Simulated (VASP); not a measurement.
A run of VASP 6.6.1:

POSCAR

```
Ba
1.0
   -2.5367939014      2.5367939014      2.5367939014
    2.5367939014     -2.5367939014      2.5367939014
    2.5367939014      2.5367939014     -2.5367939014
Ba
1
Direct
    0.0000000000      0.0000000000      0.0000000000
```

File INCAR.step1:

```
PREC = Accurate
ENCUT = 520
ISMEAR = -1
SIGMA = 0.3
LREAL = False
LASPH = True
NELM = 80
NBANDS = 11
GGA = PE
ALGO = Normal
EDIFF = 1E-4
LWAVE = True
LCHARG = False
```

The input INCAR.step2:

```
PREC = Accurate
ENCUT = 520
EDIFF = 1E-6
ISMEAR = -1
SIGMA = 0.3
LREAL = False
LASPH = True
NELM = 80
ALGO = Normal
ISIF = 2
LWAVE = False
LCHARG = True
METAGGA = R2SCAN
LMIXTAU = True
LELF = True
LVHAR = True
NBANDS = 11
ISTART = 1
```

File KPOINTS:

```
Automatic mesh
0
Gamma
  9 9 9
```

Potentials or basis: VASP PAW PBE potentials, release 64 (Ba_sv).

Run with:

```bash
$ cat potpaw_PBE.64/Ba_sv/POTCAR > POTCAR
$ cp INCAR.step1 INCAR
$ mpirun -np 1 vasp_std > vasp.out
$ cp INCAR.step2 INCAR
$ mpirun -np 1 vasp_std > vasp.out
```

Hardware: 1 thread of Intel Xeon 8259CL, on a shared host.

Task: How long does it take, and how much memory?

Result: It took 4.2 min on 1 thread of Intel Xeon 8259CL (shared host), peak memory 0.22 GiB. Counts: k points 35.
